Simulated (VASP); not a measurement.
# BaS (Fm-3m) in VASP: further runs

The runs below take BaS through electric field gradients, with LDA.

All numbers are computed with VASP 6.6.1; they aren't measurements. Logs are shortened: lines on timing, memory, paths and dates and some standing lists are left out, and cuts for length are marked.

**1. The cell of the first run**

The structure is cubic, space group Fm-3m (No. 225). Conventional cell: a = 6.257 Å, b = 6.257 Å, c = 6.257 Å, α = 90.00°, β = 90.00°, γ = 90.00°. Within 4.1 Å of Ba (site symmetry m-3m) lie 6 S at 3.13 Å. Within 4.1 Å of S (site symmetry m-3m) lie 6 Ba at 3.13 Å.

**2. Electric field gradients, LDA (30.62 Å³/atom)**

INCAR

```
PREC = Accurate
ENCUT = 520
EDIFF = 1E-8
ISMEAR = -1
SIGMA = 0.01
LREAL = False
LASPH = True
NELM = 60
ALGO = Normal
ISIF = 2
LWAVE = False
LCHARG = False
GGA = CA
LEFG = True
NBANDS = 15
```

KPOINTS

```
Automatic mesh
0
Gamma
  7 7 7
```

POSCAR

```
BaS
1.0
    0.0000000000      3.1285531347      3.1285531347
    3.1285531347      0.0000000000      3.1285531347
    3.1285531347      3.1285531347      0.0000000000
Ba S
1 1
Direct
    0.0000000000      0.0000000000      0.0000000000
    0.5000000000      0.5000000000      0.5000000000
```

Potentials or basis: VASP PAW LDA potentials, release 64 (Ba_sv, S).

Command:

```
> cat potpaw_LDA.64/Ba_sv/POTCAR potpaw_LDA.64/S/POTCAR > POTCAR
> mpirun -np 1 vasp_std > vasp.out
```

OUTCAR:

```text
PREC = Accurate
   ENCUT = 520
   EDIFF = 1E-8
   ISMEAR = -1
   LREAL = False
   LASPH = True
   NELM = 60
   ISIF = 2
   GGA = CA

 ion  position               nearest neighbor table
   1  0.000  0.000  0.000-   2 3.13   2 3.13   2 3.13   2 3.13   2 3.13   2 3.13
   2  0.500  0.500  0.500-   1 3.13   1 3.13   1 3.13   1 3.13   1 3.13   1 3.13

  LATTYP: Found a face centered cubic cell.
 ALAT       =     6.2571062694

  Lattice vectors:

 A1 = (   0.0000000000,   3.1285531347,   3.1285531347)
 A2 = (   3.1285531347,   0.0000000000,   3.1285531347)
 A3 = (   3.1285531347,   3.1285531347,   0.0000000000)

Analysis of symmetry for initial positions (statically):
=====================================================================
 Subroutine PRICEL returns:
 Original cell was already a primitive cell.

 Routine SETGRP: Setting up the symmetry group for a
 face centered cubic supercell.

 Subroutine GETGRP returns: Found 48 space group operations
 (whereof 48 operations were pure point group operations)
 out of a pool of 48 trial point group operations.

The static configuration has the point symmetry O_h .

Analysis of symmetry for dynamics (positions and initial velocities):
=====================================================================
 Subroutine PRICEL returns:
 Original cell was already a primitive cell.

 Routine SETGRP: Setting up the symmetry group for a
 face centered cubic supercell.

 Subroutine GETGRP returns: Found 48 space group operations
 (whereof 48 operations were pure point group operations)
 out of a pool of 48 trial point group operations.

The dynamic configuration has the point symmetry O_h .

 Subroutine INISYM returns: Found 48 space group operations
 (whereof 48 operations are pure point group operations),
 and found     1 'primitive' translations

----------------------------------------------------------------------------------------

                                     Primitive cell

  volume of cell :      61.2436

  direct lattice vectors                    reciprocal lattice vectors
     0.000000000  3.128553135  3.128553135    -0.159818286  0.159818286  0.159818286
     3.128553135  0.000000000  3.128553135     0.159818286 -0.159818286  0.159818286
     3.128553135  3.128553135  0.000000000     0.159818286  0.159818286 -0.159818286

  length of vectors
     4.424442274  4.424442274  4.424442274     0.276813392  0.276813392  0.276813392

  position of ions in fractional coordinates (direct lattice)
     0.000000000  0.000000000  0.000000000
     0.500000000  0.500000000  0.500000000

  ion indices of the primitive-cell ions
   primitive index   ion index
                 1           1
                 2           2

----------------------------------------------------------------------------------------

 KPOINTS: Automatic mesh

Automatic generation of k-mesh.
 Grid dimensions read from file:
 generate k-points for:    7    7    7

 Generating k-lattice:

  Cartesian coordinates                     Fractional coordinates (reciprocal lattice)
    -0.022831184  0.022831184  0.022831184     0.142857143  0.000000000  0.000000000
     0.022831184 -0.022831184  0.022831184     0.000000000  0.142857143  0.000000000
     0.022831184  0.022831184 -0.022831184     0.000000000  0.000000000  0.142857143

  Length of vectors
     0.039544770  0.039544770  0.039544770

  Shift w.r.t. Gamma in fractional coordinates (k-lattice)
     0.000000000  0.000000000  0.000000000

 Subroutine IBZKPT returns following result:
 ===========================================

 Found     20 irreducible k-points:

 Following reciprocal coordinates:
            Coordinates               Weight
  0.000000  0.000000  0.000000      1.000000
  0.142857  0.000000  0.000000      8.000000
  0.285714  0.000000  0.000000      8.000000
  0.428571  0.000000  0.000000      8.000000
  0.142857  0.142857  0.000000      6.000000
  0.285714  0.142857  0.000000     24.000000
[... 12 lines left out ...]
 -0.428571  0.428571  0.142857     24.000000
 -0.285714  0.428571  0.142857     24.000000
   k-points           NKPTS =     20   k-points in BZ     NKDIM =     20   number of bands    NBANDS=     15
   number of dos      NEDOS =    301   number of ions     NIONS =      2
   total plane-waves  NPLWV =  46656
   dimension x,y,z NGX =    36 NGY =   36 NGZ =   36
   dimension x,y,z NGXF=    72 NGYF=   72 NGZF=   72
   ions per type =               1   1
   NGX,Y,Z   is equivalent  to a cutoff of  13.53, 13.53, 13.53 a.u.
   NGXF,Y,Z  is equivalent  to a cutoff of  27.05, 27.05, 27.05 a.u.
 SYSTEM =  unknown system
   PREC   = accura    normal or accurate (medium, high low for compatibility)
   ISTART =      0    job   : 0-new  1-cont  2-samecut
   ICHARG =      2    charge: 1-file 2-atom 10-const
   ISPIN  =      1    spin polarized calculation?
   LNONCOLLINEAR =      F non collinear calculations
   LSORBIT =      F    spin-orbit coupling
   LASPH  =      T    aspherical Exc in radial PAW
   ENCUT  =  520.0 eV  38.22 Ry    6.18 a.u.   8.23  8.23  8.23*2*pi/ulx,y,z
   NELM   =     60;   NELMIN=  2; NELMDL= -5     # of ELM steps
   EDIFF  = 0.1E-07   stopping-criterion for ELM
   LREAL  =      F    real-space projection
   EDIFFG = 0.1E-06   stopping-criterion for IOM
   NSW    =      0    number of steps for IOM
   IBRION =     -1    ionic relax: 0-MD 1-quasi-New 2-CG
   NFREE  =      0    steps in history (QN), initial steepest desc. (CG)
   ISIF   =      2    stress and relaxation
   ISYM   =      2    0-nonsym 1-usesym 2-fastsym
   POTIM  = 0.5000    time-step for ionic-motion
   TEBEG  =    0.0;   TEEND  =   0.0 temperature during run
   PSTRESS=    0.0 pullay stress
   NELECT =      16.0000    total number of electrons
   NUPDOWN=      -1.0000    fix difference up-down
   EMIN   =  10.00;   EMAX   =-10.00  energy-range for DOS
   EFERMI =   0.00;   METHOD = LEGACY
   ISMEAR =    -1;   SIGMA  =   0.01  broadening in eV -4-tet -1-fermi 0-gaus
   EFERMI_NEDOS =   21; number of points for ismear=-14 and -15
   IALGO  =     38    algorithm
   IMIX   =      4    mixing-type and parameters
     AMIX     =   0.40;   BMIX     =  1.00
     AMIX_MAG =   1.60;   BMIX_MAG =  1.00
  volume/ion in A,a.u.               =      30.62       206.65
  Fermi-wavevector in a.u.,A,eV,Ry     =   1.046553  1.977699 14.902101  1.095274
  Thomas-Fermi vector in A             =   2.181396
   LORBIT       =      0    0 simple, 1 ext, 2 COOP (PROOUT), +10 PAW based schemes
   GGA     = CA    functional components
   LHFCALC =     F    Hartree Fock is set to
   AEXX    =    0.0000 exact exchange contribution
   IVDW    =     0    specifies the selected vdW correction
   LEPSILON=     F    determine dielectric tensor
   LRPA    =     F    only Hartree local field effects (RPA)
 non-spin polarized calculation
  energy-cutoff  :      520.00
  volume of cell :       61.24
 maximum number of plane-waves:      1666
 NGX is ok and might be reduce to    36
   NGX = 17   NGY = 17   NGZ = 17

 number of electron      15.9999998 magnetization

 Free energy of the ion-electron system (eV)
  ---------------------------------------------------
  ext. energy  EPLUGINS =         0.00000000
  ---------------------------------------------------
  free energy    TOTEN  =       -11.16990301 eV

  energy without entropy =      -11.16990301  energy(sigma->0) =      -11.16990301

 E-fermi :   1.8659     XC(G=0):  -9.2449

 val. band max:        1.5813811127   @ k =   0.0000   0.0000   0.0000
 cond. band min:       3.4275873563   @ k =   0.4286   0.4286   0.0000
 fundamental gap:      1.8462062436
 Fermi energy:         1.8658567426

 k-point     1 :       0.0000    0.0000    0.0000
  band No.  band energies     occupation
      1     -24.2394      2.00000
      2      -9.3027      2.00000
      3      -9.3027      2.00000
      4      -9.3027      2.00000
      5      -8.8321      2.00000
      6       1.5814      2.00000
      7       1.5814      2.00000
      8       1.5814      2.00000
      9       5.2022      0.00000
     10       5.2788      0.00000
     11       5.2788      0.00000
     12       5.2788      0.00000
     13       6.3325      0.00000
     14       6.3325      0.00000
[... 329 lines left out ...]
      2     -10.1673      2.00000
      3      -9.7779      2.00000
      4      -9.5891      2.00000
      5      -7.9556      2.00000
      6       0.3064      2.00000
      7       0.9717      2.00000
      8       1.0858      2.00000
      9       5.3639      0.00000
     10       6.3507      0.00000
     11       8.2107      0.00000
     12       8.8330      0.00000
     13       9.0008      0.00000
     14      11.1039      0.00000
     15      12.0274      0.00000

------------------------ aborting loop because EDIFF is reached ----------------------------------------

  FORCE on cell =-STRESS in cart. coord.  units (eV):
  Direction    XX          YY          ZZ          XY          YZ          ZX
  --------------------------------------------------------------------------------------
  -------------------------------------------------------------------------------------
  Total        0.4408271      0.4408271      0.4408271     -0.0000000      0.0000000     -0.0000000
  in kB       11.5323611     11.5323611     11.5323611     -0.0000000      0.0000000     -0.0000000
  external PRESSURE =      11.5323611 kB  Pullay stress =       0.0000000 kB

 VOLUME and BASIS-vectors are now :
 -----------------------------------------------------------------------------
  energy-cutoff  :      520.00
  volume of cell :       61.24
      direct lattice vectors                 reciprocal lattice vectors
     0.000000000  3.128553135  3.128553135    -0.159818286  0.159818286  0.159818286
     3.128553135  0.000000000  3.128553135     0.159818286 -0.159818286  0.159818286
     3.128553135  3.128553135  0.000000000     0.159818286  0.159818286 -0.159818286

 POSITION                                       TOTAL-FORCE (eV/Angst)
 -----------------------------------------------------------------------------------
      0.00000      0.00000      0.00000        -0.000000     -0.000000     -0.000000
      3.12855      3.12855      3.12855         0.000000      0.000000      0.000000
 -----------------------------------------------------------------------------------
    total drift:                                0.000000      0.000000      0.000000

  FREE ENERGIE OF THE ION-ELECTRON SYSTEM (eV)
  ---------------------------------------------------
  free  energy   TOTEN  =       -11.1699030106 eV

  energy  without entropy=      -11.1699030106  energy(sigma->0) =      -11.16990301

 Electric field gradients (V/A^2)
---------------------------------------------------------------------
 ion       V_xx      V_yy      V_zz      V_xy      V_xz      V_yz
---------------------------------------------------------------------
   1      -0.000    -0.000    -0.000     0.000     0.000     0.000
   2      -0.000    -0.000     0.000     0.000     0.000     0.000
---------------------------------------------------------------------

 Electric field gradients after diagonalization (V/A^2)
 (convention: |V_zz| > |V_xx| > |V_yy|)
----------------------------------------------------------------------
 ion       V_xx      V_yy      V_zz     asymmetry (V_yy - V_xx)/ V_zz
----------------------------------------------------------------------
   1      -0.000    -0.000     0.000       0.000
   2      -0.000    -0.000     0.001       0.000
----------------------------------------------------------------------

           NMR quadrupolar parameters

 Cq : quadrupolar parameter    Cq=e*Q*V_zz/h
 eta: asymmetry parameters     (V_yy - V_xx)/ V_zz
 Q  : nuclear electric quadrupole moment in mb (millibarn)
----------------------------------------------------------------------
 ion       Cq(MHz)       eta       Q (mb)
----------------------------------------------------------------------
   1       0.000       0.000       1.000
   2       0.000       0.000       1.000
----------------------------------------------------------------------
```

Wall time 8.2 s (1 thread of Intel Xeon 6975P-C (Granite Rapids), shared host); peak memory 0.17 GiB.

What came out:

```
Free energy                             : -11.1699 eV
Pressure                                : 1.2 GPa
Band gap on the k mesh                  : 1.85 eV (least direct gap 1.96 eV)
Largest electric field gradient by atom : under 0.05 V/Å² on every atom
```

Levels at points of the mesh, in eV from the valence-band top:
| k point | band 4 | band 5 | band 6 | band 7 | band 8 | band 9 | band 10 | band 11 | band 12 | band 13 |
| --- | --- | --- | --- | --- | --- | --- | --- | --- | --- | --- |
| (0.00, 0.00, 0.00) | -10.88 | -10.41 | 0.00 | 0.00 | 0.00 | 3.62 | 3.70 | 3.70 | 3.70 | 4.75 |

Caveat: spin-orbit coupling is left out, which moves the levels of the heavy elements; an odd mesh through Γ misses points on the zone boundary, where band edges can lie.

**3. Electric field gradients, LDA (30.62 Å³/atom)**

INCAR

```
SYSTEM = BaS
PREC     = Accurate       ! precision mode
ENCUT    = 520            ! plane-wave cutoff, eV
EDIFF    = 1E-8           ! SCF threshold, eV
ISMEAR   = -1             ! smearing method
SIGMA    = 0.01           ! smearing width, eV
LREAL    = .False.        ! projectors in reciprocal space
LASPH    = .True.         ! aspherical terms in the spheres
NELM     = 100            ! most SCF steps
ALGO     = Normal         ! electronic algorithm
ISIF     = 2              ! what is computed and relaxed
LWAVE    = .False.        ! write WAVECAR
LCHARG   = .False.        ! write CHGCAR
GGA      = CA             ! functional
LEFG     = .True.       
NBANDS   = 15             ! bands
```

KPOINTS

```
Automatic mesh
0
Gamma
  7 7 7
  0 0 0
```

POSCAR is that of step 2.

Potentials or basis: VASP PAW LDA potentials, release 64 (Ba_sv, S).

Command:

```
> cat potpaw_LDA.64/Ba_sv/POTCAR potpaw_LDA.64/S/POTCAR > POTCAR
> mpirun -np 1 vasp_std > vasp.out
```

OUTCAR:

```text
SYSTEM = BaS
   PREC = Accurate
   ENCUT = 520
   EDIFF = 1E-8
   ISMEAR = -1
   LREAL = .False.
   LASPH = .True.
   NELM = 100
   ISIF = 2
   GGA = CA

 ion  position               nearest neighbor table
   1  0.000  0.000  0.000-   2 3.13   2 3.13   2 3.13   2 3.13   2 3.13   2 3.13
   2  0.500  0.500  0.500-   1 3.13   1 3.13   1 3.13   1 3.13   1 3.13   1 3.13

  LATTYP: Found a face centered cubic cell.
 ALAT       =     6.2571062694

  Lattice vectors:

 A1 = (   0.0000000000,   3.1285531347,   3.1285531347)
 A2 = (   3.1285531347,   0.0000000000,   3.1285531347)
 A3 = (   3.1285531347,   3.1285531347,   0.0000000000)

Analysis of symmetry for initial positions (statically):
=====================================================================
 Subroutine PRICEL returns:
 Original cell was already a primitive cell.

 Routine SETGRP: Setting up the symmetry group for a
 face centered cubic supercell.

[... 542 lines left out ...]
      direct lattice vectors                 reciprocal lattice vectors
     0.000000000  3.128553135  3.128553135    -0.159818286  0.159818286  0.159818286
     3.128553135  0.000000000  3.128553135     0.159818286 -0.159818286  0.159818286
     3.128553135  3.128553135  0.000000000     0.159818286  0.159818286 -0.159818286

 POSITION                                       TOTAL-FORCE (eV/Angst)
 -----------------------------------------------------------------------------------
      0.00000      0.00000      0.00000        -0.000000     -0.000000     -0.000000
      3.12855      3.12855      3.12855         0.000000      0.000000      0.000000
 -----------------------------------------------------------------------------------
    total drift:                                0.000000      0.000000      0.000000

  FREE ENERGIE OF THE ION-ELECTRON SYSTEM (eV)
  ---------------------------------------------------
  free  energy   TOTEN  =       -11.1699030106 eV

  energy  without entropy=      -11.1699030106  energy(sigma->0) =      -11.16990301

 Electric field gradients (V/A^2)
---------------------------------------------------------------------
 ion       V_xx      V_yy      V_zz      V_xy      V_xz      V_yz
---------------------------------------------------------------------
   1      -0.000    -0.000    -0.000     0.000     0.000     0.000
   2      -0.000    -0.000     0.000     0.000     0.000     0.000
---------------------------------------------------------------------

 Electric field gradients after diagonalization (V/A^2)
 (convention: |V_zz| > |V_xx| > |V_yy|)
----------------------------------------------------------------------
 ion       V_xx      V_yy      V_zz     asymmetry (V_yy - V_xx)/ V_zz
----------------------------------------------------------------------
   1      -0.000    -0.000     0.000       0.000
   2      -0.000    -0.000     0.001       0.000
----------------------------------------------------------------------

           NMR quadrupolar parameters

 Cq : quadrupolar parameter    Cq=e*Q*V_zz/h
 eta: asymmetry parameters     (V_yy - V_xx)/ V_zz
 Q  : nuclear electric quadrupole moment in mb (millibarn)
----------------------------------------------------------------------
 ion       Cq(MHz)       eta       Q (mb)
----------------------------------------------------------------------
   1       0.000       0.000       1.000
   2       0.000       0.000       1.000
----------------------------------------------------------------------
```

OSZICAR:

```text
N       E                     dE             d eps       ncg     rms          rms(c)
DAV:   1     0.804779209103E+02    0.80478E+02   -0.69251E+03   600   0.934E+02
DAV:   2    -0.690459583433E+01   -0.87383E+02   -0.79259E+02   827   0.171E+02
DAV:   3    -0.115824559781E+02   -0.46779E+01   -0.46458E+01   835   0.407E+01
DAV:   4    -0.116824716263E+02   -0.10002E+00   -0.10000E+00   814   0.581E+00
DAV:   5    -0.116835379826E+02   -0.10664E-02   -0.10663E-02   857   0.525E-01    0.531E+00
DAV:   6    -0.111992770604E+02    0.48426E+00   -0.63478E-01   691   0.480E+00    0.370E+00
DAV:   7    -0.111750926696E+02    0.24184E-01   -0.13478E-01   784   0.203E+00    0.204E+00
DAV:   8    -0.111706785610E+02    0.44141E-02   -0.18892E-02   677   0.809E-01    0.214E-01
DAV:   9    -0.111697775763E+02    0.90098E-03   -0.25001E-03   705   0.309E-01    0.118E-01
DAV:  10    -0.111699306807E+02   -0.15310E-03   -0.23773E-04   705   0.113E-01    0.330E-02
DAV:  11    -0.111699021655E+02    0.28515E-04   -0.71582E-05   761   0.520E-02    0.984E-03
DAV:  12    -0.111699029796E+02   -0.81403E-06   -0.66397E-06   649   0.148E-02    0.974E-03
DAV:  13    -0.111699030106E+02   -0.31022E-07   -0.30695E-07   761   0.357E-03    0.260E-03
DAV:  14    -0.111699030106E+02   -0.67530E-10   -0.38767E-08   747   0.134E-03
   1 F= -.11169903E+02 E0= -.11169903E+02  d E =-.227616E-14
```

Wall time 8.1 s (1 thread of Intel Xeon 6975P-C (Granite Rapids), shared host); peak memory 0.17 GiB.

Results:

```yaml
Free_energy: -11.1699 eV
Pressure: 1.2 GPa
Band_gap_on_the_k_mesh: 1.85 eV (least direct gap 1.96 eV)
Largest_electric_field_gradient_by_atom: under 0.05 V/Å² on every atom
```

Levels at points of the mesh, in eV from the valence-band top:
| k point | band 4 | band 5 | band 6 | band 7 | band 8 | band 9 | band 10 | band 11 | band 12 | band 13 |
| --- | --- | --- | --- | --- | --- | --- | --- | --- | --- | --- |
| (0.00, 0.00, 0.00) | -10.88 | -10.41 | 0.00 | 0.00 | 0.00 | 3.62 | 3.70 | 3.70 | 3.70 | 4.75 |

Caveat: spin-orbit coupling is left out, which moves the levels of the heavy elements; an odd mesh through Γ misses points on the zone boundary, where band edges can lie.
